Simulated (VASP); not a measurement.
Here is a VASP 6.6.1 calculation.

INCAR

```
SYSTEM = SiSnO4
  PREC = Accurate
  ENCUT = 520
  EDIFF = 1E-6
  ISMEAR = -1
  SIGMA = 0.02
  LREAL = .FALSE.
  LASPH = .TRUE.
  NELM = 80
  ALGO = Normal
  ISIF = 2
  LWAVE = .FALSE.
  LCHARG = .FALSE.
  GGA = PE
  NBANDS = 30
```

File KPOINTS:

```
regular mesh
0
G
  6 6 8
  0 0 0
```

POSCAR

```
SiSnO4
1.0
    3.1251243502     -3.2108583903      0.0000000000
    3.1251243502      3.2108583903      0.0000000000
    0.0000000000      0.0000000000      2.9445993363
Si Sn O
1 1 4
Direct
    0.5000000000      0.5000000000      0.5000000000
    0.0000000000      0.0000000000      0.0000000000
    0.2194834563      0.2194834563      0.5000000000
    0.7805165437      0.7805165437      0.5000000000
    0.6775767263      0.3224232737      0.0000000000
    0.3224232737      0.6775767263      0.0000000000
```

Potentials or basis: VASP PAW PBE potentials, release 64 (Si, Sn_d, O).

Launch:

```sh
$ cat potpaw_PBE.64/Si/POTCAR potpaw_PBE.64/Sn_d/POTCAR potpaw_PBE.64/O/POTCAR > POTCAR
$ mpirun -np 1 vasp_std > vasp.out
```

**Question.** What does it give for the largest force?

**Answer.** 0.180 eV/Å.

**Question.** What does it give for the pressure?

**Answer.** 9.1 GPa.

**Question.** Estimate the band gap on the k mesh.

**Answer.** 2.27 eV.

Forces in eV/Å, atoms in the order of the input:
```
Si   0.000  0.000  0.000
Sn   0.000  0.000  0.000
O    0.180  0.000  0.000
O   -0.180  0.000  0.000
O    0.000  0.091  0.000
O    0.000 -0.091  0.000
```

Caveat: the cell stands under pressure; spin-orbit coupling is left out, which moves the levels of the heavy elements.
